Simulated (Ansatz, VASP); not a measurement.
**Two plane-wave programs on Nb2PdSe4**

```xyz
7
Lattice="3.5732 0.0000 0.0000 -1.7866 3.0945 0.0000 0.0000 0.0000 13.8631" Properties=species:S:1:pos:R:3 pbc="T T T"
Nb    0.0000    0.0000    3.3458
Nb    0.0000    0.0000   10.5173
Pd    0.0000    0.0000    0.0000
Se    1.7866    1.0315    4.9632
Se    0.0000    2.0630    1.7037
Se    0.0000    2.0630    8.8999
Se    1.7866    1.0315   12.1594
```

Alike in both runs: task single point; functional PBE; k mesh 6 × 6 × 2; occupations gaussian, width 0.1 eV; collinear spin.

```csv
,VASP,Ansatz
version,VASP 6.6.1,Ansatz 0.2.0
potentials or method,"VASP PAW PBE potentials, release 64 (Nb_sv, Pd, Se), cutoff 520 eV","scalar-relativistic, plane waves, PAW"
valence electrons in the cell,60,108
```

Ansatz gave:

```
gap on the k mesh at the Fermi level (eV) : none
pressure (GPa)                            : 0.2
rms of the force components (eV/Å)        : 0.038
net moment per atom (μB)                  : 0.00
```

**Question.** Which values does VASP return?

**Answer.** gap on the k mesh at the Fermi level (eV): none; pressure (GPa): 0.1; rms of the force components (eV/Å): 0.037; net moment per atom (μB): 0.00.

Atom by atom the forces differ by 0.002 eV/Å (rms over components). A gap of «none» marks a metal or a gap that the smearing closes. VASP's potentials hold 60 valence electrons a cell and Ansatz's 108, so a difference there can come from the potentials and not from the codes. Ansatz's warnings: seeded moment not kept.
